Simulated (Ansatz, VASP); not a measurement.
BN in VASP and in Ansatz

The input INCAR:

```
ALGO     = Normal         # electronic algorithm
EDIFF    = 1E-6           # SCF threshold, eV
EDIFFG   = -0.01          # ionic threshold
ENCUT    = 520            # plane-wave cutoff, eV
GGA      = CA             # functional
IBRION   = 2              # ionic algorithm
ISIF     = 2              # what is computed and relaxed
ISMEAR   = 0              # smearing method
LASPH    = T              # aspherical terms in the spheres
LCHARG   = F              # write CHGCAR
LREAL    = F              # projectors in reciprocal space
LWAVE    = F              # write WAVECAR
NELM     = 80             # most SCF steps
NSW      = 50             # ionic steps
PREC     = Accurate       # precision mode
SIGMA    = 0.05           # smearing width, eV
```

KPOINTS

```
k-points
0
Gamma
  12 12 4
```

The input POSCAR:

```
BN
1.0
    2.5796742231      0.0000000000      0.0000000000
   -1.2898371116      2.1549757989      0.0000000000
    0.0000000000      0.0000000000      6.2568950294
B N
2 2
Direct
    0.3333333333      0.6666666667      0.2500000000
    0.6666666667      0.3333333333      0.7500000000
    0.3333333333      0.6666666667      0.7500000000
    0.6666666667      0.3333333333      0.2500000000
```

Input for Ansatz:

```yaml
crystal:
  lattice:
    - [2.5796742231, 0.0, 0.0]
    - [-1.2898371116, 2.1549757989, 0.0]
    - [0.0, 0.0, 6.2568950294]
  atoms:
    - { symbol: B, position: [0.3333333333, 0.6666666667, 0.25] }
    - { symbol: B, position: [0.6666666667, 0.3333333333, 0.75] }
    - { symbol: "N", position: [0.3333333333, 0.6666666667, 0.75] }
    - { symbol: "N", position: [0.6666666667, 0.3333333333, 0.25] }
basis:
  ecutwfc: 520.0
kpoints:
  mp_grid: { grid: [12, 12, 4] }
hamiltonian:
  xc: lda
  pseudopotentials: { kind: paw, azcp: { folder: soft_1 } }
scf:
  occupations: { method: gaussian, width: 0.05 }
output:
  forces: true
  stress: true
  eigenvalues: true
relax:
  adjacent_minimum: "off"
  f_tol: 0.01
  max_steps: 30
```

Change from the starting cell: normal strain along x +0.0367, normal strain along z -0.0367.

Alike in both runs: task relaxation of the atoms; functional LDA; k mesh 12 × 12 × 4; occupations gaussian, width 0.05 eV; no spin polarisation.

```csv
,VASP,Ansatz
version,VASP 6.6.1,Ansatz 0.2.0
potentials or method,"VASP PAW LDA potentials, release 64 (B, N), cutoff 520 eV","scalar-relativistic, plane waves, PAW"
valence electrons in the cell,16,16
```

|  | VASP | Ansatz | Ansatz less VASP |
| --- | --- | --- | --- |
| gap on the k mesh at the Fermi level, each at its own relaxed structure (eV) | 3.75 | 3.81 | +0.056 |

Ansatz warns that its potentials were made for another functional, while VASP's fit it. LDA's correlation is that of Perdew and Zunger in VASP and of Perdew and Wang (1992) in Ansatz. Ansatz's warnings: stress scf threshold loose.
